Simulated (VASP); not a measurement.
Input of a VASP 6.6.1 run:

Contents of INCAR:

```
PREC = Accurate
ENCUT = 600
EDIFF = 1E-6
ISMEAR = 0
SIGMA = 0.1
LREAL = False
LASPH = True
NELM = 100
ALGO = Normal
ISIF = 3
LWAVE = False
LCHARG = False
GGA = PE
IBRION = 2
NSW = 100
EDIFFG = -0.01
```

The input KPOINTS:

```
regular mesh
0
Gamma
  18 18 16
```

Contents of POSCAR:

```
TiO
1.0
    3.0071258508      0.0000000000      0.0000000000
    0.0000000000      3.0071258508      0.0000000000
    0.0000000000      0.0000000000      3.6810356840
Ti O
1 1
Direct
    0.0000000000      0.0000000000      0.0000000000
    0.0000000000      0.0000000000      0.5000000000
```

Potentials or basis: VASP PAW PBE potentials, release 64 (Ti_sv, O).

Launch:

```bash
$ cat potpaw_PBE.64/Ti_sv/POTCAR potpaw_PBE.64/O/POTCAR > POTCAR
$ mpirun -np 1 vasp_std > vasp.out
```

(1) What does it give for the relaxed volume?

(2) Predict the relaxed cell.

Answers

(1) 16.61 Å³/atom.

(2) a = 3.003 Å, b = 3.003 Å, c = 3.684 Å, α = 90.00°, β = 90.00°, γ = 90.00°.
